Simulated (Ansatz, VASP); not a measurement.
## BaS in VASP and in Ansatz

```
CELL_PARAMETERS angstrom
0.00000 3.25639 3.25639
3.25639 0.00000 3.25639
3.25639 3.25639 0.00000
ATOMIC_POSITIONS crystal
Ba 0.00000 0.00000 0.00000
S 0.50000 0.50000 0.50000
```

Change from the starting cell: volume scaled by 1.06, PAW files.

Alike in both runs: task electric field gradients; functional PBE; k mesh 8 × 8 × 8; occupations fermi-dirac, width 0.02 eV; no spin polarisation.

|  | VASP | Ansatz |
| --- | --- | --- |
| version | VASP 6.6.1 | Ansatz 0.2.0 |
| potentials or method | VASP PAW PBE potentials, release 64 (Ba_sv, S) | PAW with Ansatz's default frozen-core files, scalar-relativistic |
| plane-wave cutoff (eV) | 520 | 420 |
| valence electrons in the cell | 16 | 16 |

```tsv
	VASP	Ansatz	Ansatz less VASP
gap on the k mesh at the Fermi level (eV)	2.20	2.28	+0.087
pressure (GPa)	-1.0	-1.5	-0.48
```

Spin-orbit coupling is off throughout.
